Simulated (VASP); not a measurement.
**SrO: single point with PBEsol**

Crystal: SrO.

```
Sr O
1.0
     0.00000    2.54388    2.54388
     2.54388    0.00000    2.54388
     2.54388    2.54388    0.00000
Sr O
1 1
Direct
  0.50000 0.50000 0.50000
  0.00000 0.00000 0.00000
```

* Program: VASP 6.6.1
* Task: single point
* Functional: PBEsol
* Potentials or basis: VASP PAW PBE potentials, release 64 (Sr_sv, O)
* Cutoff: 520 eV
* k mesh: 9 × 9 × 9
* Occupations: fermi-dirac, width 0.05 eV
* Spin: no spin polarisation

- Pressure: 2.7 GPa
- Band gap on the k mesh: 3.19 eV, indirect (least direct gap 3.26 eV)

Levels at points of the mesh, in eV from the valence-band top:
| k point | band 6 | band 7 | band 8 | band 9 | band 10 | band 11 |
| --- | --- | --- | --- | --- | --- | --- |
| (0.00, 0.00, 0.00) | 0.00 | 0.00 | 0.00 | 4.05 | 6.23 | 6.23 |

It took 12 s on 1 thread of Intel(R) Xeon(R) Platinum 8559C (Emerald Rapids) (shared host), peak memory 0.16 GiB.

Caveat: the PAW data sets were made with another functional, which shifts forces and pressure a little. As with any semilocal functional, this PBEsol gap is likely too small.
